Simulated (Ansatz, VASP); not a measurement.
# Ta5Ru in VASP and in Ansatz

File INCAR:

```
SYSTEM = Ta5Ru
PREC = Accurate ; ENCUT = 600
EDIFF = 1E-6 ; ISMEAR = 0
SIGMA = 0.1 ; LREAL = .FALSE.
LASPH = .TRUE. ; NELM = 60
ALGO = Normal ; ISIF = 3
LWAVE = .FALSE. ; LCHARG = .FALSE.
GGA = PE ; IBRION = 2
NSW = 90 ; EDIFFG = -0.04
```

The input KPOINTS:

```
regular mesh
0
G
  6 6 2
  0 0 0
```

File POSCAR:

```
Ta5Ru
1.0
    2.8636759600      0.0000000000      0.0000000000
   -1.4318379800      2.4800161300      0.0000000000
    0.0000000000      0.0000000000     13.6813175500
Ta Ru
5 1
Direct
    0.3333333300      0.6666666700      0.0000000000
    0.3333333300      0.6666666700      0.3333333300
    0.3333333300      0.6666666700      0.6666666700
    0.6666666700      0.3333333300      0.1666666700
    0.6666666700      0.3333333300      0.8333333300
    0.6666666700      0.3333333300      0.5000000000
```

Input for Ansatz:

```yaml
crystal:
  lattice:
    - [2.86367596, 0.0, 0.0]
    - [-1.43183798, 2.48001613, 0.0]
    - [0.0, 0.0, 13.68131755]
  atoms:
    - { symbol: Ta, position: [0.33333333, 0.66666667, 0.0] }
    - { symbol: Ta, position: [0.33333333, 0.66666667, 0.33333333] }
    - { symbol: Ta, position: [0.33333333, 0.66666667, 0.66666667] }
    - { symbol: Ta, position: [0.66666667, 0.33333333, 0.16666667] }
    - { symbol: Ta, position: [0.66666667, 0.33333333, 0.83333333] }
    - { symbol: Ru, position: [0.66666667, 0.33333333, 0.5] }
basis:
  ecutwfc: 420
kpoints:
  mp_grid: { grid: [6, 6, 2] }
hamiltonian:
  xc: pbe
scf:
  occupations: { method: gaussian, width: 0.1 }
  lower_state_search: "off"
output:
  forces: true
  stress: true
  eigenvalues: true
relax:
  adjacent_minimum: "off"
  f_tol: 0.04
  max_steps: 70
  cell: { stress_tol: 0.4 }
```

Alike in both runs: task relaxation of cell and atoms; functional PBE; k mesh 6 × 6 × 2; occupations gaussian, width 0.1 eV; no spin polarisation.

|  | VASP | Ansatz |
| --- | --- | --- |
| version | VASP 6.6.1 | Ansatz 0.2.0 |
| potentials or method | VASP PAW PBE potentials, release 64 (Ta_pv, Ru_pv), cutoff 600 eV | scalar-relativistic, plane waves, PAW |
| valence electrons in the cell | 69 | 81 |

|  | VASP | Ansatz | Ansatz less VASP |
| --- | --- | --- | --- |
| gap on the k mesh at the Fermi level, each at its own relaxed structure (eV) | none | none | - |
| relaxed volume (Å³/atom) | 17.81 | 17.81 | +0.005 |
| relaxed length of the cell vector where the two differ most in proportion (Å) | 2.910 | 2.911 | +0.0006 |

A gap of «none» marks a metal or a gap that the smearing closes. VASP's potentials hold 69 valence electrons a cell and Ansatz's 81, so a difference there can come from the potentials and not from the codes.

The k mesh is coarse, so the values compare programs but aren't converged. Spin-orbit coupling is off throughout.
